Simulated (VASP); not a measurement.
# BaTiO3 (Barioperovskite) in VASP: notebook, part 3 of 3

VASP 6.6.1.

### 4 Single point, PBEsol

This run uses another cell than the first one, of 11.91 Å³/atom, 1.079 times its volume.

INCAR reads:

```
SYSTEM = BaTiO3
PREC     = Accurate       ! precision mode
ENCUT    = 520            ! plane-wave cutoff, eV
EDIFF    = 1E-6           ! SCF threshold, eV
ISMEAR   = -1             ! smearing method
SIGMA    = 0.05           ! smearing width, eV
LREAL    = .FALSE.        ! projectors in reciprocal space
LASPH    = .TRUE.         ! aspherical terms in the spheres
NELM     = 80             ! most SCF steps
ALGO     = Normal         ! electronic algorithm
ISIF     = 2              ! what is computed and relaxed
LWAVE    = .FALSE.        ! write WAVECAR
LCHARG   = .FALSE.        ! write CHGCAR
GGA      = PS             ! functional
NBANDS   = 28             ! bands
```

KPOINTS reads:

```
regular mesh
0
G
  7 7 7
  0 0 0
```

POSCAR reads:

```
BaTiO3
1.0
    3.9047151383      0.0000000000      0.0000000000
    0.0000000000      2.7611702829      2.7612007659
    0.0000000000     -2.7611702829      2.7612007659
Ba Ti O
1 1 3
Direct
    0.0000000000     -0.0002266730     -0.0002266730
    0.5000000000      0.5006961721      0.5006961721
    0.5000000000      0.9986596543      0.4988829782
    0.5000000000      0.4988829782      0.9986596543
    0.0000000000      0.4988678684      0.4988678684
```

Potentials or basis: VASP PAW PBE potentials, release 64 (Ba_sv, Ti_sv, O).

Command:

```console
$ cat potpaw_PBE.64/Ba_sv/POTCAR potpaw_PBE.64/Ti_sv/POTCAR potpaw_PBE.64/O/POTCAR > POTCAR
$ mpirun -np 1 vasp_std > vasp.out
```

OUTCAR:

```text
SYSTEM = BaTiO3
   PREC = Accurate
   ENCUT = 520
   EDIFF = 1E-6
   ISMEAR = -1
   LREAL = .FALSE.
   LASPH = .TRUE.
   NELM = 80
   ISIF = 2
   GGA = PS

 ion  position               nearest neighbor table
   1  0.000  1.000  1.000-   5 2.76   4 2.76   3 2.76   3 2.76   4 2.76   5 2.76   5 2.76   4 2.76
                             3 2.76   3 2.76   4 2.76   5 2.77   2 3.38   2 3.38   2 3.38   2 3.38
   2  0.500  0.501  0.501-   3 1.94   4 1.94   5 1.95   5 1.95   3 1.96   4 1.96   1 3.38   1 3.38
                             1 3.38   1 3.38   1 3.38   1 3.38   1 3.39   1 3.39
   3  0.500  0.999  0.499-   2 1.94   2 1.96   1 2.76   1 2.76   1 2.76   1 2.76
   4  0.500  0.499  0.999-   2 1.94   2 1.96   1 2.76   1 2.76   1 2.76   1 2.76
   5  0.000  0.499  0.499-   2 1.95   2 1.95   1 2.76   1 2.76   1 2.76   1 2.77

  LATTYP: Found a base centered orthorhombic cell.
 ALAT       =     5.5223405658
 B/A-ratio  =     1.0000110399
 C/A-ratio  =     0.7070761196

  Lattice vectors:

 A1 = (   0.0000000000,   2.7611702829,  -2.7612007659)
 A2 = (   0.0000000000,   2.7611702829,   2.7612007659)
 A3 = (   3.9047151383,   0.0000000000,   0.0000000000)

Analysis of symmetry for initial positions (statically):
=====================================================================
 Subroutine PRICEL returns:
 Original cell was already a primitive cell.

 Routine SETGRP: Setting up the symmetry group for a
 base centered orthorhombic supercell.

 Subroutine GETGRP returns: Found  4 space group operations
 (whereof  4 operations were pure point group operations)
 out of a pool of  8 trial point group operations.

The static configuration has the point symmetry C_2v.

Analysis of symmetry for dynamics (positions and initial velocities):
=====================================================================
 Subroutine PRICEL returns:
 Original cell was already a primitive cell.

 Routine SETGRP: Setting up the symmetry group for a
 base centered orthorhombic supercell.

 Subroutine GETGRP returns: Found  4 space group operations
 (whereof  4 operations were pure point group operations)
 out of a pool of  8 trial point group operations.

The dynamic configuration has the point symmetry C_2v.

 Subroutine INISYM returns: Found  4 space group operations
 (whereof  4 operations are pure point group operations),
 and found     1 'primitive' translations

----------------------------------------------------------------------------------------

                                     Primitive cell

  volume of cell :      59.5402

  direct lattice vectors                    reciprocal lattice vectors
     3.904715138  0.000000000  0.000000000     0.256100628  0.000000000  0.000000000
     0.000000000  2.761170283  2.761200766     0.000000000  0.181082638  0.181080639
     0.000000000 -2.761170283  2.761200766     0.000000000 -0.181082638  0.181080639

  length of vectors
     3.904715138  3.904906017  3.904906017     0.256100628  0.256088110  0.256088110

  position of ions in fractional coordinates (direct lattice)
     0.000000000  0.999773327  0.999773327
     0.500000000  0.500696172  0.500696172
     0.500000000  0.998659654  0.498882978
     0.500000000  0.498882978  0.998659654
[... 33 lines left out ...]

 Found     64 irreducible k-points:

 Following reciprocal coordinates:
            Coordinates               Weight
  0.000000  0.000000  0.000000      1.000000
  0.142857  0.000000  0.000000      2.000000
  0.285714  0.000000  0.000000      2.000000
  0.428571  0.000000  0.000000      2.000000
  0.000000  0.142857  0.000000      4.000000
  0.142857  0.142857  0.000000      8.000000
[... 16 lines left out ...]
  0.285714  0.285714  0.142857      8.000000
  0.428571  0.285714  0.142857      8.000000
 [... further k-points ...]
   k-points           NKPTS =     64   k-points in BZ     NKDIM =     64   number of bands    NBANDS=     28
   number of dos      NEDOS =    301   number of ions     NIONS =      5
   total plane-waves  NPLWV =  27000
   dimension x,y,z NGX =    30 NGY =   30 NGZ =   30
   dimension x,y,z NGXF=    60 NGYF=   60 NGZF=   60
   ions per type =               1   1   3
   NGX,Y,Z   is equivalent  to a cutoff of  12.77, 12.77, 12.77 a.u.
   NGXF,Y,Z  is equivalent  to a cutoff of  25.55, 25.54, 25.54 a.u.
 SYSTEM =  BaTiO3
   PREC   = accura    normal or accurate (medium, high low for compatibility)
   ISTART =      0    job   : 0-new  1-cont  2-samecut
   ICHARG =      2    charge: 1-file 2-atom 10-const
   ISPIN  =      1    spin polarized calculation?
   LNONCOLLINEAR =      F non collinear calculations
   LSORBIT =      F    spin-orbit coupling
   LASPH  =      T    aspherical Exc in radial PAW
   ENCUT  =  520.0 eV  38.22 Ry    6.18 a.u.   7.26  7.26  7.26*2*pi/ulx,y,z
   NELM   =     80;   NELMIN=  2; NELMDL= -5     # of ELM steps
   EDIFF  = 0.1E-05   stopping-criterion for ELM
   LREAL  =      F    real-space projection
   EDIFFG = 0.1E-04   stopping-criterion for IOM
   NSW    =      0    number of steps for IOM
   IBRION =     -1    ionic relax: 0-MD 1-quasi-New 2-CG
   NFREE  =      0    steps in history (QN), initial steepest desc. (CG)
   ISIF   =      2    stress and relaxation
   ISYM   =      2    0-nonsym 1-usesym 2-fastsym
   POTIM  = 0.5000    time-step for ionic-motion
   TEBEG  =    0.0;   TEEND  =   0.0 temperature during run
   PSTRESS=    0.0 pullay stress
   NELECT =      40.0000    total number of electrons
   NUPDOWN=      -1.0000    fix difference up-down
   EMIN   =  10.00;   EMAX   =-10.00  energy-range for DOS
   EFERMI =   0.00;   METHOD = LEGACY
   ISMEAR =    -1;   SIGMA  =   0.05  broadening in eV -4-tet -1-fermi 0-gaus
   EFERMI_NEDOS =   21; number of points for ismear=-14 and -15
   IALGO  =     38    algorithm
   IMIX   =      4    mixing-type and parameters
     AMIX     =   0.40;   BMIX     =  1.00
     AMIX_MAG =   1.60;   BMIX_MAG =  1.00
  volume/ion in A,a.u.               =      11.91        80.36
  Fermi-wavevector in a.u.,A,eV,Ry     =   1.433809  2.709506 27.970971  2.055808
  Thomas-Fermi vector in A             =   2.553287
   LORBIT       =      0    0 simple, 1 ext, 2 COOP (PROOUT), +10 PAW based schemes
   GGA     = PS    functional components
   LHFCALC =     F    Hartree Fock is set to
   AEXX    =    0.0000 exact exchange contribution
   IVDW    =     0    specifies the selected vdW correction
   LEPSILON=     F    determine dielectric tensor
   LRPA    =     F    only Hartree local field effects (RPA)
 non-spin polarized calculation
  energy-cutoff  :      520.00
  volume of cell :       59.54
 maximum number of plane-waves:      1614
 NGX is ok and might be reduce to    30
   NGX = 15   NGY = 15   NGZ = 15

 number of electron      40.0000006 magnetization

 Free energy of the ion-electron system (eV)
  ---------------------------------------------------
  ext. energy  EPLUGINS =         0.00000000
  ---------------------------------------------------
  free energy    TOTEN  =       -41.84196763 eV

  energy without entropy =      -41.84196763  energy(sigma->0) =      -41.84196763

 E-fermi :   5.2037     XC(G=0): -11.9126

 val. band max:        4.2197639362   @ k =   0.0000   0.0000   0.0000
 cond. band min:       6.1209665566   @ k =   0.0000   0.0000   0.0000
 fundamental gap:      1.9012026204
 Fermi energy:         5.2037023297

 k-point     1 :       0.0000    0.0000    0.0000
  band No.  band energies     occupation
      1     -51.7648      2.00000
      2     -28.1368      2.00000
      3     -28.1367      2.00000
      4     -28.1366      2.00000
      5     -20.3342      2.00000
      6     -12.6879      2.00000
[... 733 lines left out ...]
     27      13.0317      0.00000
     28      13.1590      0.00000

 [... further k-points ...]

------------------------ aborting loop because EDIFF is reached ----------------------------------------

  FORCE on cell =-STRESS in cart. coord.  units (eV):
  Direction    XX          YY          ZZ          XY          YZ          ZX
  --------------------------------------------------------------------------------------
  -------------------------------------------------------------------------------------
  Total        4.6122517      4.6123141      4.6119800      0.0000000      0.0000000      0.0000000
  in kB      124.1117932    124.1134742    124.1044819      0.0000000      0.0000000      0.0000000
  external PRESSURE =     124.1099164 kB  Pullay stress =       0.0000000 kB

 VOLUME and BASIS-vectors are now :
 -----------------------------------------------------------------------------
  energy-cutoff  :      520.00
  volume of cell :       59.54
      direct lattice vectors                 reciprocal lattice vectors
     3.904715138  0.000000000  0.000000000     0.256100628  0.000000000  0.000000000
     0.000000000  2.761170283  2.761200766     0.000000000  0.181082638  0.181080639
     0.000000000 -2.761170283  2.761200766     0.000000000 -0.181082638  0.181080639

 POSITION                                       TOTAL-FORCE (eV/Angst)
 -----------------------------------------------------------------------------------
      0.00000      0.00000      5.52115         0.000000      0.000000     -0.002956
      1.95236      0.00000      2.76505         0.000000      0.000000     -0.003407
      1.95236      1.37997      4.13502         0.000000      0.001287      0.002413
      1.95236     -1.37997      4.13502         0.000000     -0.001287      0.002413
      0.00000      0.00000      2.75495         0.000000      0.000000      0.001536
 -----------------------------------------------------------------------------------
    total drift:                                0.000000      0.000001      0.000159

  FREE ENERGIE OF THE ION-ELECTRON SYSTEM (eV)
  ---------------------------------------------------
  free  energy   TOTEN  =       -41.8419676265 eV

  energy  without entropy=      -41.8419676256  energy(sigma->0) =      -41.84196763
```

Wall time 1.9 min (1 thread of Intel Xeon 6975P-C (Granite Rapids), shared host); peak memory 0.24 GiB.

What came out:

```
Free energy            : -41.8420 eV
Pressure               : 12.4 GPa
Largest force          : 0.003 eV/Å
Band gap on the k mesh : 1.90 eV, direct
```

Forces in eV/Å, atoms in the order of the input:
```
Ba   0.000  0.000 -0.003
Ti   0.000  0.000 -0.003
O    0.000  0.001  0.002
O    0.000 -0.001  0.002
O    0.000  0.000  0.002
```

Levels at points of the mesh, in eV from the valence-band top:
```tsv
k point	band 17	band 18	band 19	band 20	band 21	band 22	band 23	band 24
(0.00, 0.00, 0.00)	-1.17	0.00	0.00	0.00	1.90	1.90	1.90	4.52
```

Caveat: the PAW data sets were made with another functional, which shifts forces and pressure a little; spin-orbit coupling is left out, which moves the levels of the heavy elements. A k mesh can miss the band edges.

### 5 Single point, PBEsol

This run uses another cell than the first one, of 12.24 Å³/atom, 1.109 times its volume.

INCAR reads:

```
SYSTEM = BaTiO3
PREC = Accurate ; ENCUT = 520
EDIFF = 1E-6 ; ISMEAR = -1
SIGMA = 0.05 ; LREAL = .False.
LASPH = .True. ; NELM = 80
ALGO = Normal ; ISIF = 2
LWAVE = .False. ; LCHARG = .False.
GGA = PS ; NBANDS = 28
```

KPOINTS reads:

```
Automatic mesh
0
Gamma
  7 7 7
  0 0 0
```

POSCAR reads:

```
BaTiO3
1.0
    3.9285682628      0.0000000000      0.0000000000
    0.0000000000      2.7896340191      2.7928882453
    0.0000000000     -2.7896340191      2.7928882453
Ba Ti O
1 1 3
Direct
    0.0000000000      0.0036138681      0.0036138681
    0.5000000000      0.5122511908      0.5122511908
    0.5000000000      0.9913726089      0.4951367276
    0.5000000000      0.4951367276      0.9913726089
    0.0000000000      0.4945056046      0.4945056046
```

Command:

```console
$ cat potpaw_PBE.64/Ba_sv/POTCAR potpaw_PBE.64/Ti_sv/POTCAR potpaw_PBE.64/O/POTCAR > POTCAR
$ mpirun -np 1 vasp_std > vasp.out
```

Run time: 1.7 min. Hardware: 1 thread of Intel Xeon 6975P-C (Granite Rapids), shared host; peak memory 0.24 GiB.

The run converged. Its results:

```
Free energy            : -41.9426 eV
Pressure               : 7.2 GPa
Largest force          : 0.034 eV/Å
Band gap on the k mesh : 2.01 eV, indirect (least direct gap 2.12 eV)
```

Forces on the atoms (eV/Å):
```
Ba   0.000  0.000 -0.025
Ti   0.000  0.000 -0.034
O    0.000  0.012  0.023
O    0.000 -0.012  0.023
O    0.000  0.000  0.012
```

Levels at points of the mesh, in eV from the valence-band top:
```csv
k point,band 17,band 18,band 19,band 20,band 21,band 22,band 23,band 24
"(0.00, 0.00, 0.00)",-1.12,-0.17,-0.16,-0.11,2.01,2.10,2.15,4.49
```

Caveat: the PAW data sets were made with another functional, which shifts forces and pressure a little; spin-orbit coupling is left out, which moves the levels of the heavy elements. A k mesh can miss the band edges.

### 6 Overview

| cell | gap on the mesh (eV) | pressure (GPa) |
| --- | --- | --- |
| a = 3.807 Å, 5 atoms | 1.92 | 33.2 |
| a = 3.852 Å, 5 atoms | 1.91 | 22.8 |
| a = 3.905 Å, 5 atoms | 1.90 | 12.4 |
| a = 3.929, b = 3.947, c = 3.947 Å, angles 89.9, 90.0, 90.0°, 5 atoms | 2.01 | 7.2 |

Alike in all rows: task single point; level PBEsol; potentials or basis VASP PAW PBE potentials, release 64 (Ba_sv, Ti_sv, O); no spin polarisation; k mesh 7 × 7 × 7; cutoff (eV) 520; smearing fermi-dirac 0.05 eV.

Caveats: the PAW data sets were made with another functional, which shifts forces and pressure a little; spin-orbit coupling is left out, which moves the levels of the heavy elements.

Total energies depend on the potentials used, so only differences within one code and one set of settings carry meaning.
